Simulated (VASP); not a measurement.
# AlGaAs2 (P-4m2) in VASP: relaxation of cell and atoms with r2SCAN

Aim: the relaxation of cell and atoms of AlGaAs2 with r2SCAN.

Everything below comes from runs of VASP 6.6.1. Logs are shortened: lines on timing, memory, paths and dates and some standing lists are left out, and cuts for length are marked.

### Step 1. The cell of the first run

The structure is tetragonal, space group P-4m2 (No. 115). The conventional cell has a = 4.014 Å, b = 4.014 Å, c = 5.673 Å, α = 90.00°, β = 90.00°, γ = 90.00°. Al (site symmetry -4m2) has 4 As at 2.46 Å within 3.2 Å. Within 3.2 Å of Ga (site symmetry -4m2) lie 4 As at 2.46 Å. As (site symmetry 2mm) has 2 Al at 2.46 Å and 2 Ga at 2.46 Å within 3.2 Å.

### Step 2. Relaxation of cell and atoms, r2SCAN

File POSCAR:

```
AlGaAs2
1.0
    4.0140955148      0.0000000000      0.0000000000
    0.0000000000      4.0140955148      0.0000000000
    0.0000000000      0.0000000000      5.6726944005
Al Ga As
1 1 2
Direct
    0.5000000000      0.5000000000      0.5000000000
    0.0000000000      0.0000000000      0.0000000000
    0.5000000000      0.0000000000      0.7492539837
    0.0000000000      0.5000000000      0.2507460163
```

File INCAR.step1:

```
SYSTEM = AlGaAs2
  PREC = Accurate
  ENCUT = 550
  ISMEAR = 0
  SIGMA = 0.02
  LREAL = .FALSE.
  LASPH = .TRUE.
  NELM = 120
  GGA = PE
  ALGO = Normal
  EDIFF = 1E-5
  LWAVE = .TRUE.
  LCHARG = .FALSE.
  GGA_COMPAT = .FALSE.
  IBRION = 2
  ISIF = 3
  EDIFFG = -0.005
  NELMIN = 4
  NSW = 100
```

File INCAR.step2:

```
SYSTEM = AlGaAs2
  PREC = Accurate
  ENCUT = 550
  EDIFF = 1E-7
  ISMEAR = 0
  SIGMA = 0.02
  LREAL = .FALSE.
  LASPH = .TRUE.
  NELM = 120
  ALGO = Normal
  ISIF = 3
  LWAVE = .FALSE.
  LCHARG = .FALSE.
  METAGGA = R2SCAN
  LMIXTAU = .TRUE.
  IBRION = 2
  NSW = 80
  EDIFFG = -0.01
  ISTART = 1
  GGA_COMPAT = .FALSE.
  NELMIN = 4
```

File KPOINTS:

```
regular mesh
0
G
  8 8 6
  0 0 0
```

Potentials or basis: VASP PAW PBE potentials, release 64 (Al, Ga_d, As).

Launch:

```sh
> cat potpaw_PBE.64/Al/POTCAR potpaw_PBE.64/Ga_d/POTCAR potpaw_PBE.64/As/POTCAR > POTCAR
> cp INCAR.step1 INCAR
> mpirun -np 1 vasp_std > vasp.out
> cp INCAR.step2 INCAR
> mpirun -np 1 vasp_std > vasp.out
```

OUTCAR:

```text
SYSTEM = AlGaAs2
   PREC = Accurate
   ENCUT = 550
   EDIFF = 1E-7
   ISMEAR = 0
   LREAL = .FALSE.
   LASPH = .TRUE.
   NELM = 120
   ISIF = 3
   METAGGA = R2SCAN
   IBRION = 2
   NSW = 80
   EDIFFG = -0.01
   ISTART = 1
   NELMIN = 4

 ion  position               nearest neighbor table
   1  0.500  0.500  0.500-   3 2.46   4 2.46   3 2.46   4 2.46
   2  0.000  0.000  0.000-   3 2.46   4 2.46   4 2.46   3 2.46
   3  0.500  0.000  0.749-   1 2.46   1 2.46   2 2.46   2 2.46
   4  0.000  0.500  0.251-   1 2.46   1 2.46   2 2.46   2 2.46

  LATTYP: Found a simple tetragonal cell.
 ALAT       =     4.0140955148
 C/A-ratio  =     1.4131936770

  Lattice vectors:

 A1 = (   4.0140955148,   0.0000000000,   0.0000000000)
 A2 = (   0.0000000000,   4.0140955148,   0.0000000000)
 A3 = (   0.0000000000,   0.0000000000,   5.6726944005)

Analysis of symmetry for initial positions (statically):
=====================================================================
 Subroutine PRICEL returns:
 Original cell was already a primitive cell.

 Routine SETGRP: Setting up the symmetry group for a
 simple tetragonal supercell.

 Subroutine GETGRP returns: Found  8 space group operations
 (whereof  8 operations were pure point group operations)
 out of a pool of 16 trial point group operations.

The static configuration has the point symmetry D_2d.

Analysis of symmetry for dynamics (positions and initial velocities):
=====================================================================
 Subroutine PRICEL returns:
 Original cell was already a primitive cell.

 Routine SETGRP: Setting up the symmetry group for a
 simple tetragonal supercell.

 Subroutine GETGRP returns: Found  8 space group operations
 (whereof  8 operations were pure point group operations)
 out of a pool of 16 trial point group operations.

The dynamic configuration has the point symmetry D_2d.

 Subroutine INISYM returns: Found  8 space group operations
 (whereof  8 operations are pure point group operations),
 and found     1 'primitive' translations

----------------------------------------------------------------------------------------
[... 157 lines left out ...]
  external PRESSURE =      -0.7060492 kB  Pullay stress =       0.0000000 kB

 VOLUME and BASIS-vectors are now :
 -----------------------------------------------------------------------------
  energy-cutoff  :      550.00
  volume of cell :       91.40
      direct lattice vectors                 reciprocal lattice vectors
     4.014095515  0.000000000  0.000000000     0.249122124  0.000000000  0.000000000
     0.000000000  4.014095515  0.000000000     0.000000000  0.249122124  0.000000000
     0.000000000  0.000000000  5.672694401     0.000000000  0.000000000  0.176283073

 POSITION                                       TOTAL-FORCE (eV/Angst)
 -----------------------------------------------------------------------------------
      2.00705      2.00705      2.83635         0.000000      0.000000      0.000000
      0.00000      0.00000      0.00000         0.000000     -0.000000      0.000000
      2.00705      0.00000      4.25029         0.000000     -0.000000     -0.008688
      0.00000      2.00705      1.42241        -0.000000     -0.000000      0.008688
 -----------------------------------------------------------------------------------
    total drift:                                0.000000      0.000000     -0.000000

  FREE ENERGIE OF THE ION-ELECTRON SYSTEM (eV)
  ---------------------------------------------------
  free  energy   TOTEN  =       -49.7350630583 eV

  energy  without entropy=      -49.7350630583  energy(sigma->0) =      -49.73506306

--------------------------------------- Ionic step        2  -------------------------------------------

 number of electron      26.0000007 magnetization

 Free energy of the ion-electron system (eV)
  ---------------------------------------------------
  ext. energy  EPLUGINS =         0.00000000
  ---------------------------------------------------
  free energy    TOTEN  =       -49.73510556 eV

  energy without entropy =      -49.73510556  energy(sigma->0) =      -49.73510556

 E-fermi :   3.6788     XC(G=0):  -9.8165

 val. band max:        3.5926735430   @ k =   0.0000   0.0000   0.0000
 cond. band min:       5.0463887877   @ k =   0.5000   0.0000   0.5000
 fundamental gap:      1.4537152448
 Fermi energy:         3.6787519103

 k-point     1 :       0.0000    0.0000    0.0000
  band No.  band energies     occupation
      1     -11.4740      2.00000
      2     -11.3929      2.00000
      3     -11.3929      2.00000
      4     -11.3451      2.00000
      5     -11.3234      2.00000
      6      -9.1189      2.00000
[... 457 lines left out ...]
      4     -11.3347      2.00000
      5     -11.3330      2.00000
      6      -7.5545      2.00000
[... 9 lines left out ...]
     16       8.2918      0.00000
     17       8.3641      0.00000

 [... further k-points ...]

------------------------ aborting loop because EDIFF is reached ----------------------------------------

  FORCE on cell =-STRESS in cart. coord.  units (eV):
  Direction    XX          YY          ZZ          XY          YZ          ZX
  --------------------------------------------------------------------------------------
  -------------------------------------------------------------------------------------
  Total        0.0277174      0.0277174      0.0088536      0.0000000      0.0000000      0.0000000
  in kB        0.4865537      0.4865537      0.1554168      0.0000000      0.0000000      0.0000000
  external PRESSURE =       0.3761747 kB  Pullay stress =       0.0000000 kB

 VOLUME and BASIS-vectors are now :
 -----------------------------------------------------------------------------
  energy-cutoff  :      550.00
  volume of cell :       91.27
      direct lattice vectors                 reciprocal lattice vectors
     4.012647861  0.000000000 -0.000000000     0.249212000  0.000000000  0.000000000
     0.000000000  4.012647861  0.000000000     0.000000000  0.249212000  0.000000000
     0.000000000  0.000000000  5.668518592     0.000000000  0.000000000  0.176412935

 POSITION                                       TOTAL-FORCE (eV/Angst)
 -----------------------------------------------------------------------------------
      2.00632      2.00632      2.83426         0.000000     -0.000000      0.000000
      0.00000      4.01265     -0.00000         0.000000      0.000000      0.000000
      2.00632      4.01265      4.24674         0.000000     -0.000000     -0.003134
      4.01265      2.00632      1.42178         0.000000      0.000000      0.003134
 -----------------------------------------------------------------------------------
    total drift:                                0.000000      0.000000     -0.000000

  FREE ENERGIE OF THE ION-ELECTRON SYSTEM (eV)
  ---------------------------------------------------
  free  energy   TOTEN  =       -49.7351055554 eV

  energy  without entropy=      -49.7351055554  energy(sigma->0) =      -49.73510556

 reached required accuracy - stopping structural energy minimisation
```

OSZICAR.step1:

```text
N       E                     dE             d eps       ncg     rms          rms(c)
DAV:   1     0.136897032639E+03    0.13690E+03   -0.12487E+04  2096   0.178E+03
DAV:   2    -0.473691521543E+01   -0.14163E+03   -0.13855E+03  2320   0.342E+02
DAV:   3    -0.176699588824E+02   -0.12933E+02   -0.12647E+02  2598   0.915E+01
[... 57 lines left out ...]
       N       E                     dE             d eps       ncg     rms          rms(c)
DAV:   1    -0.176489332386E+02   -0.12661E-04   -0.18714E-04  2701   0.220E-01    0.189E-02
DAV:   2    -0.176489241141E+02    0.91245E-05   -0.19647E-05  1533   0.869E-02    0.865E-03
DAV:   3    -0.176489219080E+02    0.22061E-05   -0.66150E-06  1025   0.315E-02    0.182E-03
DAV:   4    -0.176489217073E+02    0.20073E-06   -0.12096E-06  1029   0.150E-02
   9 F= -.17648922E+02 E0= -.17648922E+02  d E =-.155493E-04
```

Wall time 9.6 min (1 thread of AMD EPYC 9R45 (Zen 5), shared host); peak memory 0.28 GiB.

Results:

```yaml
Free_energy: -49.7351 eV
Relaxed_volume: 22.82 Å³/atom
Relaxed_cell: a = 4.013 Å, b = 4.013 Å, c = 5.669 Å, α = 90.00°, β = 90.00°, γ = 90.00°
Space_group_after_relaxing_to_0.1_Å: P-4m2 (No. 115)
Energy_gained_by_relaxing: 0.0 meV/atom
Ionic_steps: 2
Pressure_after_relaxing: 0.0 GPa
Largest_force_after_relaxing: 0.003 eV/Å
Band_gap_on_the_k_mesh: 1.45 eV (least direct gap 1.54 eV)
```

Forces in eV/Å, atoms in the order of the input:
```
Al   0.000  0.000  0.000
Ga   0.000  0.000  0.000
As   0.000  0.000 -0.003
As   0.000  0.000  0.003
```

Final structure:
```
CELL_PARAMETERS angstrom
4.01265 0.00000 0.00000
0.00000 4.01265 0.00000
0.00000 0.00000 5.66852
ATOMIC_POSITIONS crystal
Al 0.50000 0.50000 0.50000
Ga 0.00000 0.00000 0.00000
As 0.50000 0.00000 0.74918
As 0.00000 0.50000 0.25082
```

Caveat: the PAW data sets were made with another functional, which shifts forces and pressure a little. A k mesh can miss the band edges.
